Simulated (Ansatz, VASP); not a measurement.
**One calculation of MgCdSe, two programs**

```
CELL_PARAMETERS angstrom
3.93802 0.00000 0.00000
0.00000 3.93802 0.00000
0.00000 0.00000 5.93296
ATOMIC_POSITIONS crystal
Mg 0.50000 0.50000 0.50000
Cd 0.50000 0.50000 0.00000
Se 0.00000 0.00000 0.00000
```

Alike in both runs: task relaxation of cell and atoms; functional PBE; k mesh 12 × 12 × 8; occupations gaussian, width 0.1 eV; no spin polarisation.

|  | VASP | Ansatz |
| --- | --- | --- |
| version | VASP 6.6.1 | Ansatz 0.2.0 |
| potentials or method | VASP PAW PBE potentials, release 64 (Mg, Cd, Se), cutoff 600 eV | scalar-relativistic, plane waves, PAW |
| valence electrons in the cell | 20 | 46 |

Ansatz gave:

| Item | Value |
| --- | --- |
| gap on the k mesh at the Fermi level, each at its own relaxed structure (eV) | none |
| relaxed volume (Å³/atom) | 30.22 |
| relaxed cell length with the largest relative difference (Å) | 3.935 |

**Question.** What did VASP give for the same quantities?

**Answer.** gap on the k mesh at the Fermi level, each at its own relaxed structure (eV): none; relaxed volume (Å³/atom): 30.28; relaxed cell length with the largest relative difference (Å): 3.942.

A gap of «none» marks a metal or a gap that the smearing closes. VASP's potentials hold 20 valence electrons a cell and Ansatz's 46, so a difference there can come from the potentials and not from the codes.
